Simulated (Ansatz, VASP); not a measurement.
Two plane-wave programs on Cu

Contents of INCAR:

```
SYSTEM = Cu
ALGO = Normal ; EDIFF = 1E-6
ENCUT = 600 ; GGA = PS
GGA_COMPAT = .FALSE. ; ISIF = 2
ISMEAR = -1 ; LASPH = .TRUE.
LCHARG = .TRUE. ; LELF = .TRUE.
LREAL = .FALSE. ; LVHAR = .TRUE.
LWAVE = .FALSE. ; NBANDS = 12
NELM = 120 ; PREC = Accurate
SIGMA = 0.2
```

File KPOINTS:

```
k-points
0
G
  6 6 6
  0 0 0
```

POSCAR

```
Cu
1.0
    0.0000000000      1.8075000000      1.8075000000
    1.8075000000      0.0000000000      1.8075000000
    1.8075000000      1.8075000000      0.0000000000
Cu
1
Direct
    0.0000000000      0.0000000000      0.0000000000
```

Input for Ansatz:

```yaml
crystal:
  lattice:
    - [0.0, 1.8075, 1.8075]
    - [1.8075, 0.0, 1.8075]
    - [1.8075, 1.8075, 0.0]
  atoms:
    - { symbol: Cu, position: [0.0, 0.0, 0.0] }
basis:
  ecutwfc: 630.0
  xc_grid: 2
kpoints:
  mp_grid:
    grid: [6, 6, 6]
hamiltonian:
  xc: pbesol
scf:
  algorithm: density_mixing
  convergence:
    dr2_threshold: 1.0e-07
  occupations:
    method: fermi_dirac
    width: 0.2
  eigensolver:
    kind: davidson
    mixed_precision: false
output:
  forces: true
  stress: true
```

Alike in both runs: task single point; functional PBEsol; k mesh 6 × 6 × 6; occupations fermi-dirac, width 0.2 eV; no spin polarisation.

|  | VASP | Ansatz |
| --- | --- | --- |
| version | VASP 6.6.1 | Ansatz 0.2.0 |
| potentials or method | VASP PAW PBE potentials, release 64 (Cu), cutoff 600 eV | plane waves, PAW |
| valence electrons in the cell | 11 | 19 |

Ansatz gave:

```
pressure (GPa) : -5.3
```

Estimate VASP's values.

pressure (GPa): -4.6.

VASP's potentials were made for PBE, not for PBEsol. The functional is the same, so the differences come from potentials, cutoffs and numerics. VASP's potentials hold 11 valence electrons a cell and Ansatz's 19, so a difference there can come from the potentials and not from the codes. Ansatz's warnings: stress scf threshold loose.

The k mesh is coarse, so the values compare programs but aren't converged.
